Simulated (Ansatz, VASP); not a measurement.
# Sb in VASP and in Ansatz

Contents of INCAR:

```
ALGO = Normal
DIPOL = 0.5 0.5 0.500
EDIFF = 1E-6
ENCUT = 520
GGA = PS
IDIPOL = 3
ISIF = 2
ISMEAR = -1
LASPH = T
LCHARG = F
LDIPOL = T
LREAL = F
LWAVE = F
NBANDS = 20
NELM = 100
PREC = Accurate
SIGMA = 0.1
```

The input KPOINTS:

```
k-points
0
Gamma
  11 11 1
```

Contents of POSCAR:

```
Sb
1.0
    3.3338465325      0.0000000000      0.0000000000
    0.0000000000      3.3338465325      0.0000000000
    0.0000000000      0.0000000000     15.9599000000
Sb
5
Direct
    0.0000000000      0.0000000000      0.2193002456
    0.5000000000      0.5000000000      0.3498306419
    0.0000000000      0.0000000000      0.4999998141
    0.5000000000      0.5000000000      0.6501692899
    0.0000000000      0.0000000000      0.7806997544
```

Input for Ansatz:

```yaml
crystal:
  lattice:
    - [3.3338465325, 0.0, 0.0]
    - [0.0, 3.3338465325, 0.0]
    - [0.0, 0.0, 15.9599]
  atoms:
    - { symbol: Sb, position: [0.0, 0.0, 0.2193002456] }
    - { symbol: Sb, position: [0.5, 0.5, 0.3498306419] }
    - { symbol: Sb, position: [0.0, 0.0, 0.4999998141] }
    - { symbol: Sb, position: [0.5, 0.5, 0.6501692899] }
    - { symbol: Sb, position: [0.0, 0.0, 0.7806997544] }
kpoints:
  mp_grid: { grid: [11, 11, 1] }
scf:
  occupations: { method: fermi_dirac, width: 0.1 }
hamiltonian:
  xc: pbesol
  pseudopotentials: { kind: paw }
output:
  forces: true
  stress: true
  eigenvalues: true
efield:
  axis: 3
  amplitude: 0
  dipole_correction: true
```

Alike in both runs: task single point; functional PBEsol; k mesh 11 × 11 × 1; occupations fermi-dirac, width 0.1 eV; no spin polarisation.

|  | VASP | Ansatz |
| --- | --- | --- |
| version | VASP 6.6.1 | Ansatz 0.2.0 |
| potentials or method | VASP PAW PBE potentials, release 64 (Sb) | PAW with Ansatz's default frozen-core files, scalar-relativistic |
| plane-wave cutoff (eV) | 520 | 420 |
| valence electrons in the cell | 25 | 75 |

|  | VASP | Ansatz | Ansatz less VASP |
| --- | --- | --- | --- |
| rms of the force components (eV/Å) | 0.007 | 0.001 | -0.0062 |

VASP's potentials were made for PBE, not for PBEsol. Atom by atom the forces differ by 0.007 eV/Å (rms over components). VASP's potentials hold 25 valence electrons a cell and Ansatz's 75, so a difference there can come from the potentials and not from the codes. Ansatz's warnings: vacuum density over bound.

Neither program's run includes spin-orbit coupling.
